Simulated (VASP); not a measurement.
Crystal: Ba2TiO4.

```
Ba Ti O
1.0
     3.91651    0.00000    0.00000
     0.00000    3.91651    0.00000
     0.00000    0.00000   10.33106
Ba Ti O
2 1 4
Direct
  0.00000 0.00000 0.68774
  0.00000 0.00000 0.31226
  0.50000 0.50000 0.50000
  0.00000 0.50000 0.50000
  0.50000 0.50000 0.68996
  0.50000 0.50000 0.31004
  0.50000 0.00000 0.50000
```

| Quantity | Value |
| --- | --- |
| Program | VASP 6.6.1 |
| Task | relaxation of cell and atoms |
| Functional | PBEsol |
| Potentials or basis | VASP PAW PBE potentials, release 64 (Ba_sv, Ti_sv, O) |
| Cutoff | 600 eV |
| k mesh | 8 × 8 × 4 |
| Occupations | gaussian, width 0.02 eV |
| Spin | no spin polarisation |

At the start: pressure 1.2 GPa; volume 22.64 Å³/atom.

Problem. Where does the relaxation end?

Solution. Over 43 steps the energy falls by 2.2 meV/atom and the volume is 20.99 Å³/atom (-7.3 %); space group P4/mmm (No. 123, to 0.1 Å) before and after.

Step by step:
| step | energy change (eV) | largest force (eV/Å) | pressure (GPa) | volume (Å³) |
| --- | --- | --- | --- | --- |
| 1 | 0.0000 | 0.1981 | 1.19 | 158.47 |
| 3 | -0.0084 | 0.0453 | -0.04 | 160.41 |
| 5 | -0.0087 | 0.0139 | -0.02 | 160.35 |
| 7 | -0.0088 | 0.0157 | 0.01 | 160.13 |
| 9 | -0.0088 | 0.0167 | 0.02 | 160.01 |
| 11 | -0.0089 | 0.0130 | -0.01 | 159.95 |
| 13 | -0.0091 | 0.0276 | -0.15 | 159.65 |
| 15 | -0.0091 | 0.0350 | -0.21 | 159.52 |
| 17 | -0.0092 | 0.0345 | -0.21 | 159.44 |
| 19 | -0.0094 | 0.0342 | -0.21 | 159.07 |
| 21 | -0.0105 | 0.0310 | -0.21 | 157.58 |
| 23 | -0.0141 | 0.0214 | -0.11 | 151.63 |
| 25 | -0.0141 | 0.0885 | 0.15 | 148.09 |
| 27 | -0.0147 | 0.0209 | -0.04 | 145.89 |
| 29 | -0.0147 | 0.0468 | 0.03 | 146.73 |
| 31 | -0.0147 | 0.0264 | -0.02 | 146.05 |
| 33 | -0.0151 | 0.0197 | 0.05 | 146.51 |
| 35 | -0.0152 | 0.0197 | 0.09 | 146.75 |
| 37 | -0.0152 | 0.0100 | -0.02 | 146.98 |
| 39 | -0.0152 | 0.0076 | 0.01 | 146.93 |
| 41 | -0.0152 | 0.0087 | 0.00 | 146.95 |
| 43 | -0.0152 | 0.0003 | 0.00 | 146.96 |

Final structure:
```yaml
crystal:
  lattice:
    - [3.93350, 0.00000, 0.00000]
    - [0.00000, 3.93350, 0.00000]
    - [0.00000, 0.00000, 9.49819]
  atoms:
    - { symbol: Ba, position: [0.00000, 0.00000, 0.70560] }
    - { symbol: Ba, position: [0.00000, 0.00000, 0.29440] }
    - { symbol: Ti, position: [0.50000, 0.50000, 0.50000] }
    - { symbol: O, position: [0.00000, 0.50000, 0.50000] }
    - { symbol: O, position: [0.50000, 0.50000, 0.70708] }
    - { symbol: O, position: [0.50000, 0.50000, 0.29292] }
    - { symbol: O, position: [0.50000, 0.00000, 0.50000] }
```

Caveat: the relaxation moved the vacuum too, so the length across it says nothing of the material; the PAW data sets were made with another functional, which shifts forces and pressure a little.
